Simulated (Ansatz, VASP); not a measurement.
**Two plane-wave programs on BN**

Contents of INCAR:

```
  ALGO = Normal
  EDIFF = 1E-7
  ENCUT = 520
  GGA = PE
  ISIF = 2
  ISMEAR = 0
  LASPH = T
  LCHARG = T
  LELF = T
  LREAL = F
  LVHAR = T
  LWAVE = F
  NBANDS = 16
  NELM = 60
  PREC = Accurate
  SIGMA = 0.05
```

File KPOINTS:

```
k-points
0
Gamma
  12 12 6
```

Contents of POSCAR:

```
BN
1.0
    2.5539396017      0.0223469715      0.0000000000
   -1.2576167558      2.2006030890      0.0000000000
    0.0000000000      0.0000000000      4.2268550000
B N
2 2
Direct
    0.6666666667      0.3333333333      0.9997240000
    0.3333333333      0.6666666667      0.4997240000
    0.6666666667      0.3333333333      0.6252760000
    0.3333333333      0.6666666667      0.1252760000
```

Input for Ansatz:

```yaml
crystal:
  lattice:
    - [2.5539396017, 0.0223469715, 0.0]
    - [-1.2576167558, 2.200603089, 0.0]
    - [0.0, 0.0, 4.226855]
  atoms:
    - { symbol: B, position: [0.6666666667, 0.3333333333, 0.999724] }
    - { symbol: B, position: [0.3333333333, 0.6666666667, 0.499724] }
    - { symbol: "N", position: [0.6666666667, 0.3333333333, 0.625276] }
    - { symbol: "N", position: [0.3333333333, 0.6666666667, 0.125276] }
basis:
  ecutwfc: 420
kpoints:
  mp_grid: { grid: [12, 12, 6] }
hamiltonian:
  xc: pbe
scf:
  occupations: { method: gaussian, width: 0.05 }
output:
  forces: true
  stress: true
  eigenvalues: true
```

Change from the starting cell: strain +0.0175 x Voigt [0, 0, 0, 0, 0, 1], atoms carried along.

Alike in both runs: task single point; functional PBE; k mesh 12 × 12 × 6; occupations gaussian, width 0.05 eV; no spin polarisation.

```csv
,VASP,Ansatz
version,VASP 6.6.1,Ansatz 0.2.0
potentials or method,"VASP PAW PBE potentials, release 64 (B, N), cutoff 520 eV","scalar-relativistic, plane waves, PAW"
valence electrons in the cell,16,16
```

|  | VASP | Ansatz | Ansatz less VASP |
| --- | --- | --- | --- |
| gap on the k mesh at the Fermi level (eV) | 5.14 | 5.16 | +0.017 |
| least direct gap on the mesh (eV) | 8.10 | 8.11 | +0.012 |
| pressure (GPa) | 0.3 | 0.1 | -0.23 |
| traceless stress, the component that is largest in VASP (GPa) | -7.16 | -7.12 | +0.042 |
| rms of the force components (eV/Å) | 0.035 | 0.034 | -0.0012 |

Atom by atom the forces differ by 0.002 eV/Å (rms over components).
